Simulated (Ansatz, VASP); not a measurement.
**TaRu4: VASP beside Ansatz**

```
CELL_PARAMETERS angstrom
2.76511 0.00000 0.00000
-1.38255 2.39465 0.00000
0.00000 0.00000 22.19654
ATOMIC_POSITIONS crystal
Ta 0.33333 0.66667 0.75000
Ta 0.66667 0.33333 0.25000
Ru 0.33333 0.66667 0.95256
Ru 0.33333 0.66667 0.14318
Ru 0.33333 0.66667 0.35682
Ru 0.33333 0.66667 0.54744
Ru 0.66667 0.33333 0.85682
Ru 0.66667 0.33333 0.04744
Ru 0.66667 0.33333 0.45256
Ru 0.66667 0.33333 0.64318
```

Alike in both runs: functional PBE; k mesh 6 × 6 × 1; occupations gaussian, width 0.1 eV; no spin polarisation.

Ansatz relaxed the structure, and its values are those at the end. VASP's run is a single point on that final structure, the one shown.

|  | VASP | Ansatz |
| --- | --- | --- |
| version | VASP 6.6.1 | Ansatz 0.2.0 |
| potentials or method | VASP PAW PBE potentials, release 64 (Ta_pv, Ru_pv), cutoff 520 eV | scalar-relativistic, plane waves, PAW |
| valence electrons in the cell | 134 | 154 |

```tsv
	VASP	Ansatz	Ansatz less VASP
gap on the k mesh at the Fermi level (eV)	none	none	-
pressure (GPa)	0.0	0.0	-0.01
rms of the force components (eV/Å)	0.004	0.000	-0.0033
```

A gap of «none» marks a metal or a gap that the smearing closes. VASP's potentials hold 134 valence electrons a cell and Ansatz's 154, so a difference there can come from the potentials and not from the codes.

The k mesh is coarse, so the values compare programs but aren't converged. Spin-orbit coupling is off throughout.
